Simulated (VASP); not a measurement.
# KI in VASP: further runs

The runs below take KI through single point, relaxation of cell and atoms, with PBE.

All numbers are computed with VASP 6.6.1; they aren't measurements. Logs are shortened: lines on timing, memory, paths and dates and some standing lists are left out, and cuts for length are marked.

### 1 The cell of the first run

It takes space group P6_3/mmc (No. 194, hexagonal). The conventional cell has a = 6.089 Å, b = 6.089 Å, c = 7.120 Å, α = 90.00°, β = 90.00°, γ = 120.00°. K (site symmetry -6m2) has 5 I at 3.52 to 3.56 Å within 4.6 Å. I (site symmetry -6m2) has 5 K at 3.52 to 3.56 Å within 4.6 Å.

### 2 Single point, PBE

Contents of INCAR:

```
SYSTEM = KI
PREC = Accurate
ENCUT = 520
EDIFF = 1E-6
ISMEAR = 0
SIGMA = 0.02
LREAL = .FALSE.
LASPH = .TRUE.
NELM = 100
ALGO = Normal
ISIF = 2
LWAVE = .FALSE.
LCHARG = .FALSE.
GGA = PE
NBANDS = 24
```

Contents of KPOINTS:

```
Automatic mesh
0
G
  6 6 4
  0 0 0
```

Contents of POSCAR:

```
KI
1.0
    6.0888820102      0.0000000000      0.0000000000
   -3.0444410051      5.2731265014      0.0000000000
    0.0000000000      0.0000000000      7.1196570644
K I
2 2
Direct
    0.3333333333      0.6666666667      0.9365674650
    0.6666666667      0.3333333333      0.4365674650
    0.3333333333      0.6666666667      0.4365674650
    0.6666666667      0.3333333333      0.9365674650
```

Potentials or basis: VASP PAW PBE potentials, release 64 (K_sv, I).

Started as:

```bash
cat potpaw_PBE.64/K_sv/POTCAR potpaw_PBE.64/I/POTCAR > POTCAR
mpirun -np 1 vasp_std > vasp.out
```

OUTCAR:

```text
SYSTEM = KI
   PREC = Accurate
   ENCUT = 520
   EDIFF = 1E-6
   ISMEAR = 0
   LREAL = .FALSE.
   LASPH = .TRUE.
   NELM = 100
   ISIF = 2
   GGA = PE

 ion  position               nearest neighbor table
   1  0.333  0.667  0.937-   4 3.52   4 3.52   4 3.52   3 3.56   3 3.56
   2  0.667  0.333  0.437-   3 3.52   3 3.52   3 3.52   4 3.56   4 3.56
   3  0.333  0.667  0.437-   2 3.52   2 3.52   2 3.52   1 3.56   1 3.56
   4  0.667  0.333  0.937-   1 3.52   1 3.52   1 3.52   2 3.56   2 3.56

  LATTYP: Found a hexagonal cell.
 ALAT       =     6.0888820102
 C/A-ratio  =     1.1692880651

  Lattice vectors:

 A1 = (   6.0888820102,   0.0000000000,   0.0000000000)
 A2 = (  -3.0444410051,   5.2731265014,   0.0000000000)
 A3 = (   0.0000000000,   0.0000000000,   7.1196570644)

Analysis of symmetry for initial positions (statically):
=====================================================================
 Subroutine PRICEL returns:
 Original cell was already a primitive cell.

 Routine SETGRP: Setting up the symmetry group for a
 hexagonal supercell.

 Subroutine GETGRP returns: Found 24 space group operations
 (whereof  6 operations were pure point group operations)
 out of a pool of 24 trial point group operations.

The static configuration has the point symmetry C_3v.
 The point group associated with its full space group is D_6h.

Analysis of symmetry for dynamics (positions and initial velocities):
=====================================================================
 Subroutine PRICEL returns:
 Original cell was already a primitive cell.

 Routine SETGRP: Setting up the symmetry group for a
 hexagonal supercell.

 Subroutine GETGRP returns: Found 24 space group operations
 (whereof  6 operations were pure point group operations)
 out of a pool of 24 trial point group operations.

The dynamic configuration has the point symmetry C_3v.
 The point group associated with its full space group is D_6h.

 Subroutine INISYM returns: Found 24 space group operations
 (whereof  6 operations are pure point group operations),
 and found     1 'primitive' translations

----------------------------------------------------------------------------------------

                                     Primitive cell

  volume of cell :     228.5940

  direct lattice vectors                    reciprocal lattice vectors
     6.088882010  0.000000000  0.000000000     0.164233762  0.094820407  0.000000000
[... 86 lines left out ...]
   EDIFF  = 0.1E-05   stopping-criterion for ELM
   LREAL  =      F    real-space projection
   EDIFFG = 0.1E-04   stopping-criterion for IOM
   NSW    =      0    number of steps for IOM
   IBRION =     -1    ionic relax: 0-MD 1-quasi-New 2-CG
   NFREE  =      0    steps in history (QN), initial steepest desc. (CG)
   ISIF   =      2    stress and relaxation
   ISYM   =      2    0-nonsym 1-usesym 2-fastsym
   POTIM  = 0.5000    time-step for ionic-motion
   TEBEG  =    0.0;   TEEND  =   0.0 temperature during run
   PSTRESS=    0.0 pullay stress
   NELECT =      32.0000    total number of electrons
   NUPDOWN=      -1.0000    fix difference up-down
   EMIN   =  10.00;   EMAX   =-10.00  energy-range for DOS
   EFERMI =   0.00;   METHOD = LEGACY
   ISMEAR =     0;   SIGMA  =   0.02  broadening in eV -4-tet -1-fermi 0-gaus
   EFERMI_NEDOS =   21; number of points for ismear=-14 and -15
   IALGO  =     38    algorithm
   IMIX   =      4    mixing-type and parameters
     AMIX     =   0.40;   BMIX     =  1.00
     AMIX_MAG =   1.60;   BMIX_MAG =  1.00
  volume/ion in A,a.u.               =      57.15       385.66
  Fermi-wavevector in a.u.,A,eV,Ry     =   0.850034  1.606332  9.831007  0.722559
  Thomas-Fermi vector in A             =   1.965949
   LORBIT       =      0    0 simple, 1 ext, 2 COOP (PROOUT), +10 PAW based schemes
   GGA     = PE    functional components
   LHFCALC =     F    Hartree Fock is set to
   AEXX    =    0.0000 exact exchange contribution
   IVDW    =     0    specifies the selected vdW correction
   LEPSILON=     F    determine dielectric tensor
   LRPA    =     F    only Hartree local field effects (RPA)
 non-spin polarized calculation
 Gauss-broadening in eV      SIGMA  =   0.02
  energy-cutoff  :      520.00
  volume of cell :      228.59
 maximum number of plane-waves:      6207
 NGX is ok and might be reduce to    48
   NGX = 23   NGY = 23   NGZ = 27

 number of electron      32.0000001 magnetization

 Free energy of the ion-electron system (eV)
  ---------------------------------------------------
  ext. energy  EPLUGINS =         0.00000000
  ---------------------------------------------------
  free energy    TOTEN  =       -10.97157208 eV

  energy without entropy =      -10.97157208  energy(sigma->0) =      -10.97157208

 E-fermi :  -1.3857     XC(G=0):  -6.0433

 val. band max:       -1.5836901425   @ k =   0.0000   0.0000   0.0000
 cond. band min:       2.1662178048   @ k =   0.0000   0.0000   0.0000
 fundamental gap:      3.7499079473
 Fermi energy:        -1.3856788151

 k-point     1 :       0.0000    0.0000    0.0000
  band No.  band energies     occupation
      1     -30.2684      2.00000
      2     -30.2665      2.00000
      3     -13.7753      2.00000
      4     -13.7739      2.00000
      5     -13.7739      2.00000
      6     -13.7608      2.00000
[... 556 lines left out ...]
     23       5.8694      0.00000
     24       5.8694      0.00000

------------------------ aborting loop because EDIFF is reached ----------------------------------------

  FORCE on cell =-STRESS in cart. coord.  units (eV):
  Direction    XX          YY          ZZ          XY          YZ          ZX
  --------------------------------------------------------------------------------------
  -------------------------------------------------------------------------------------
  Total        0.0271270      0.0271270      0.0151044      0.0000000      0.0000000      0.0000000
  in kB        0.1901286      0.1901286      0.1058642      0.0000000      0.0000000      0.0000000
  external PRESSURE =       0.1620404 kB  Pullay stress =       0.0000000 kB

 VOLUME and BASIS-vectors are now :
 -----------------------------------------------------------------------------
  energy-cutoff  :      520.00
  volume of cell :      228.59
      direct lattice vectors                 reciprocal lattice vectors
     6.088882010  0.000000000  0.000000000     0.164233762  0.094820407  0.000000000
    -3.044441005  5.273126501  0.000000000     0.000000000  0.189640814  0.000000000
     0.000000000  0.000000000  7.119657064     0.000000000  0.000000000  0.140456203

 POSITION                                       TOTAL-FORCE (eV/Angst)
 -----------------------------------------------------------------------------------
     -0.00000      3.51542      6.66804         0.000000     -0.000000      0.000000
      3.04444      1.75771      3.10821         0.000000      0.000000     -0.000000
     -0.00000      3.51542      3.10821        -0.000000     -0.000000     -0.000000
      3.04444      1.75771      6.66804        -0.000000      0.000000     -0.000000
 -----------------------------------------------------------------------------------
    total drift:                               -0.000000      0.000000      0.000004

  FREE ENERGIE OF THE ION-ELECTRON SYSTEM (eV)
  ---------------------------------------------------
  free  energy   TOTEN  =       -10.9715720790 eV

  energy  without entropy=      -10.9715720790  energy(sigma->0) =      -10.97157208
```

OSZICAR:

```text
N       E                     dE             d eps       ncg     rms          rms(c)
DAV:   1     0.217052649558E+03    0.21705E+03   -0.12694E+04  1008   0.107E+03
DAV:   2     0.910048452794E+01   -0.20795E+03   -0.19827E+03  1240   0.266E+02
DAV:   3    -0.105857706701E+02   -0.19686E+02   -0.19616E+02  1664   0.684E+01
DAV:   4    -0.112390808891E+02   -0.65331E+00   -0.65192E+00  1520   0.135E+01
DAV:   5    -0.112700036080E+02   -0.30923E-01   -0.30922E-01  1560   0.193E+00    0.399E+00
DAV:   6    -0.109816900016E+02    0.28831E+00   -0.35153E-01  1392   0.253E+00    0.287E+00
DAV:   7    -0.109421568709E+02    0.39533E-01   -0.43875E-01  1312   0.241E+00    0.123E+00
DAV:   8    -0.109661909070E+02   -0.24034E-01   -0.56131E-02  1296   0.108E+00    0.207E-01
DAV:   9    -0.109675139769E+02   -0.13231E-02   -0.26826E-03  1336   0.200E-01    0.130E-01
DAV:  10    -0.109711746912E+02   -0.36607E-02   -0.25591E-03  1064   0.223E-01    0.643E-02
DAV:  11    -0.109715024633E+02   -0.32777E-03   -0.23704E-04  1392   0.777E-02    0.246E-02
DAV:  12    -0.109715702169E+02   -0.67754E-04   -0.94587E-05  1336   0.608E-02    0.378E-02
DAV:  13    -0.109715686770E+02    0.15399E-05   -0.81740E-06  1336   0.170E-02    0.171E-02
DAV:  14    -0.109715716427E+02   -0.29657E-05   -0.55743E-06  1304   0.129E-02    0.230E-03
DAV:  15    -0.109715720790E+02   -0.43626E-06   -0.26657E-07   992   0.313E-03
   1 F= -.10971572E+02 E0= -.10971572E+02  d E =-.210873E-46
```

Run time: 2.3 min. Hardware: 1 thread of AMD EPYC 7R43 (Zen 3), shared host; peak memory 0.34 GiB.

Results:

```yaml
Free_energy: -10.9716 eV
Pressure: 0.0 GPa
Band_gap_on_the_k_mesh: 3.75 eV, direct
```

Caveat: spin-orbit coupling is left out, which moves the levels of the heavy elements.

(Continued in part 2 of 2.)
